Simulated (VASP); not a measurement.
# Fe (Fm-3m) in VASP: a series of runs, part 2 of 2

VASP 6.6.1.

### Step 3. Single point, LDA, collinear spin, ferromagnetic start (volume scaled by 1.08)

INCAR reads:

```
SYSTEM = Fe
ALGO = Normal ; EDIFF = 1E-6
ENCUT = 520 ; ISIF = 2
ISMEAR = -1 ; ISPIN = 2
LASPH = .True. ; LCHARG = .False.
LMAXMIX = 4 ; LORBIT = 11
LREAL = .False. ; LWAVE = .False.
MAGMOM = 2.5 ; NBANDS = 14
NELM = 150 ; PREC = Accurate
SIGMA = 0.05
```

KPOINTS reads:

```
k-points
0
Gamma
  18 18 18
  0 0 0
```

POSCAR reads:

```
Fe
1.0
    0.0000000000      1.7305704753      1.7305704753
    1.7305704753      0.0000000000      1.7305704753
    1.7305704753      1.7305704753      0.0000000000
Fe
1
Direct
    0.0000000000      0.0000000000      0.0000000000
```

Potentials or basis: VASP PAW LDA potentials, release 64 (Fe).

The run is started by

```bash
$ cat potpaw_LDA.64/Fe/POTCAR > POTCAR
$ mpirun -np 1 vasp_std > vasp.out
```

OUTCAR:

```text
SYSTEM = Fe
   EDIFF = 1E-6
   ENCUT = 520
   ISIF = 2
   ISMEAR = -1
   ISPIN = 2
   LASPH = .True.
   LORBIT = 11
   LREAL = .False.
   NELM = 150
   PREC = Accurate

 ion  position               nearest neighbor table
   1  0.000  0.000  0.000-

  LATTYP: Found a face centered cubic cell.
 ALAT       =     3.4611409506

  Lattice vectors:

 A1 = (   0.0000000000,   1.7305704753,   1.7305704753)
 A2 = (   1.7305704753,   0.0000000000,   1.7305704753)
 A3 = (   1.7305704753,   1.7305704753,   0.0000000000)

Analysis of symmetry for initial positions (statically):
=====================================================================
 Subroutine PRICEL returns:
 Original cell was already a primitive cell.

 Routine SETGRP: Setting up the symmetry group for a
 face centered cubic supercell.

 Subroutine GETGRP returns: Found 48 space group operations
 (whereof 48 operations were pure point group operations)
 out of a pool of 48 trial point group operations.

The static configuration has the point symmetry O_h .

Analysis of symmetry for dynamics (positions and initial velocities):
=====================================================================
 Subroutine PRICEL returns:
 Original cell was already a primitive cell.

 Routine SETGRP: Setting up the symmetry group for a
 face centered cubic supercell.

 Subroutine GETGRP returns: Found 48 space group operations
 (whereof 48 operations were pure point group operations)
 out of a pool of 48 trial point group operations.

The dynamic configuration has the point symmetry O_h .

Analysis of structural, dynamic, and magnetic symmetry:
=====================================================================
 Subroutine PRICEL returns:
 Original cell was already a primitive cell.

 Routine SETGRP: Setting up the symmetry group for a
 face centered cubic supercell.

 Subroutine GETGRP returns: Found 48 space group operations
 (whereof 48 operations were pure point group operations)
 out of a pool of 48 trial point group operations.

The overall configuration has the point symmetry O_h .

[... 158 lines left out ...]
      5       6.4271      0.76085
      6       6.4271      0.76085
      7      29.8032      0.00000
      8      35.1045      0.00000
      9      35.1045      0.00000
     10      35.1045      0.00000
     11      38.5536      0.00000
     12      38.5536      0.00000
     13      38.5536      0.00000
     14      40.4745      0.00000
[... 379 lines left out ...]
      3       5.1530      1.00000
      4       5.2283      1.00000
      5       6.3027      0.97455
      6       6.7665      0.00357
      7      23.2705      0.00000
      8      29.3707      0.00000
      9      32.9708      0.00000
     10      35.5884      0.00000
     11      37.6518      0.00000
     12      37.8231      0.00000
     13      42.1150      0.00000
     14      44.2857      0.00000

 [... further k-points ...]

 spin component 2

 k-point     1 :       0.0000    0.0000    0.0000
  band No.  band energies     occupation
      1      -2.2039      1.00000
      2       4.8849      1.00000
      3       4.8849      1.00000
      4       4.8849      1.00000
      5       6.4273      0.75999
      6       6.4273      0.75999
      7      29.8032      0.00000
      8      35.1046      0.00000
      9      35.1046      0.00000
     10      35.1046      0.00000
     11      38.5536      0.00000
     12      38.5536      0.00000
     13      38.5536      0.00000
     14      40.4746      0.00000
[... 379 lines left out ...]
      3       5.1531      1.00000
      4       5.2284      1.00000
      5       6.3029      0.97445
      6       6.7667      0.00356
      7      23.2706      0.00000
      8      29.3708      0.00000
      9      32.9708      0.00000
     10      35.5885      0.00000
     11      37.6518      0.00000
     12      37.8231      0.00000
     13      42.1151      0.00000
     14      44.2858      0.00000

 [... further k-points ...]

------------------------ aborting loop because EDIFF is reached ----------------------------------------

  FORCE on cell =-STRESS in cart. coord.  units (eV):
  Direction    XX          YY          ZZ          XY          YZ          ZX
  --------------------------------------------------------------------------------------
  -------------------------------------------------------------------------------------
  Total       -1.4407178     -1.4407178     -1.4407178      0.0000000      0.0000000      0.0000000
  in kB     -222.6853480   -222.6853480   -222.6853480      0.0000000      0.0000000      0.0000000
  external PRESSURE =    -222.6853480 kB  Pullay stress =       0.0000000 kB

 VOLUME and BASIS-vectors are now :
 -----------------------------------------------------------------------------
  energy-cutoff  :      520.00
  volume of cell :       10.37
      direct lattice vectors                 reciprocal lattice vectors
     0.000000000  1.730570475  1.730570475    -0.288922068  0.288922068  0.288922068
     1.730570475  0.000000000  1.730570475     0.288922068 -0.288922068  0.288922068
     1.730570475  1.730570475  0.000000000     0.288922068  0.288922068 -0.288922068

 POSITION                                       TOTAL-FORCE (eV/Angst)
 -----------------------------------------------------------------------------------
      0.00000      0.00000      0.00000         0.000000      0.000000      0.000000
 -----------------------------------------------------------------------------------
    total drift:                                0.000000      0.000000      0.000000

  FREE ENERGIE OF THE ION-ELECTRON SYSTEM (eV)
  ---------------------------------------------------
  free  energy   TOTEN  =        -9.2734504697 eV

  energy  without entropy=       -9.2587849927  energy(sigma->0) =       -9.26611773

 total charge

# of ion       s       p       d       tot
------------------------------------------
    1        0.530   0.613   6.331   7.474

 magnetization (x)

# of ion       s       p       d       tot
------------------------------------------
    1       -0.000  -0.000   0.000   0.000
```

Wall time 38 s (1 thread of Intel Xeon 6975P-C (Granite Rapids), shared host); peak memory 0.15 GiB.

Results:

| Item | Value |
| --- | --- |
| Free energy | -9.2735 eV |
| Pressure | -22.3 GPa |
| Band gap on the k mesh | zero (filled and empty bands overlap) |
| Net moment | 0.00 μB per cell |
| Valence electrons inside the program's atomic spheres | Fe 7.47 |

Levels at points of the mesh, in eV from the Fermi level:
Spin up:
```
           k point  band 2  band 3  band 4  band 5  band 6  band 7
(0.00, 0.00, 0.00)   -1.60   -1.60   -1.60   -0.06   -0.06   23.32
(0.50, 0.00, 0.00)   -1.69   -1.69    0.29    0.99    0.99    8.24
(0.50, 0.50, 0.00)   -4.12    0.97    1.26    1.26    3.28   11.67
```
Spin down:
```
           k point  band 1  band 2  band 3  band 4  band 5  band 6  band 7  band 8  band 9
(0.00, 0.00, 0.00)   -8.69   -1.60   -1.60   -1.60   -0.06   -0.06   23.32   28.62   28.62
(0.50, 0.00, 0.00)   -4.76   -1.69   -1.69    0.29    0.99    0.99    8.24   21.91   26.68
(0.50, 0.50, 0.00)   -4.83   -4.12    0.97    1.26    1.26    3.28   11.67   16.09   16.09
```

Caveat: the starting moments collapsed, and a magnetic state may lie lower.

### Step 4. Single point, LDA, collinear spin, ferromagnetic start (volume scaled by 1.12)

INCAR reads:

```
PREC     = Accurate       # precision mode
ENCUT    = 520            # plane-wave cutoff, eV
EDIFF    = 1E-6           # SCF threshold, eV
ISMEAR   = -1             # smearing method
SIGMA    = 0.05           # smearing width, eV
LREAL    = F              # projectors in reciprocal space
LASPH    = T              # aspherical terms in the spheres
NELM     = 150            # most SCF steps
ALGO     = Normal         # electronic algorithm
ISIF     = 2              # what is computed and relaxed
LWAVE    = F              # write WAVECAR
LCHARG   = F              # write CHGCAR
ISPIN    = 2              # spin polarisation
MAGMOM   = 2.5            # initial moments
LORBIT   = 11             # projections on sites
LMAXMIX  = 4              # l up to which the mixer works
GGA      = CA             # functional
NBANDS   = 14             # bands
```

KPOINTS reads:

```
regular mesh
0
Gamma
  18 18 18
```

POSCAR reads:

```
Fe
1.0
    0.0000000000      1.7516770735      1.7516770735
    1.7516770735      0.0000000000      1.7516770735
    1.7516770735      1.7516770735      0.0000000000
Fe
1
Direct
    0.0000000000      0.0000000000      0.0000000000
```

The run is started by

```bash
$ cat potpaw_LDA.64/Fe/POTCAR > POTCAR
$ mpirun -np 1 vasp_std > vasp.out
```

Run time: 47 s. Hardware: 1 thread of Intel Xeon 6975P-C (Granite Rapids), shared host; peak memory 0.15 GiB.

The run converged. Its results:

```
Free energy                                           : -9.2104 eV
Pressure                                              : -30.0 GPa
Band gap on the k mesh                                : zero (filled and empty bands overlap)
Net moment                                            : 0.00 μB per cell
Valence electrons inside the program's atomic spheres : Fe 7.39
```

Levels at points of the mesh, in eV from the Fermi level:
Spin up:
```
           k point  band 1  band 2  band 3  band 4  band 5  band 6  band 7  band 8
(0.00, 0.00, 0.00)   -8.48   -1.52   -1.52   -1.52   -0.06   -0.06   23.02   28.05
(0.50, 0.00, 0.00)   -4.56   -1.60   -1.60    0.29    0.94    0.94    7.89   21.63
(0.50, 0.50, 0.00)   -4.60   -3.91    0.92    1.20    1.20    3.19   11.27   15.70
```
Spin down:
```tsv
k point	band 1	band 2	band 3	band 4	band 5	band 6	band 7	band 8
(0.00, 0.00, 0.00)	-8.48	-1.52	-1.52	-1.52	-0.06	-0.06	23.02	28.05
(0.50, 0.00, 0.00)	-4.56	-1.60	-1.60	0.29	0.94	0.94	7.88	21.63
(0.50, 0.50, 0.00)	-4.60	-3.91	0.91	1.19	1.19	3.19	11.27	15.70
```

Caveat: the starting moments collapsed, and a magnetic state may lie lower.
